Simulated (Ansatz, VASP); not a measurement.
# Two plane-wave programs on AlN

```
CELL_PARAMETERS angstrom
0.00000 2.00521 2.00521
2.00521 0.00000 2.00521
2.00521 2.00521 0.00000
ATOMIC_POSITIONS crystal
Al 0.50000 0.50000 0.50000
N 0.00000 0.00000 0.00000
```

Alike in both runs: task relaxation of cell and atoms; functional LDA; k mesh 10 × 10 × 10; occupations gaussian, width 0.02 eV; no spin polarisation.

```csv
,VASP,Ansatz
version,VASP 6.6.1,Ansatz 0.2.0
potentials or method,"VASP PAW LDA potentials, release 64 (Al, N), cutoff 600 eV","scalar-relativistic, plane waves, PAW"
valence electrons in the cell,8,8
```

VASP gave:

```
gap on the k mesh at the Fermi level, each at its own relaxed structure (eV)  : 4.68
relaxed volume (Å³/atom)                                                      : 8.08
relaxed length of the cell vector where the two differ most in proportion (Å) : 2.838
```

Q: Which values does Ansatz return?

A: gap on the k mesh at the Fermi level, each at its own relaxed structure (eV): 4.71; relaxed volume (Å³/atom): 8.07; relaxed length of the cell vector where the two differ most in proportion (Å): 2.836.

LDA's correlation is that of Perdew and Zunger in VASP and of Perdew and Wang (1992) in Ansatz.
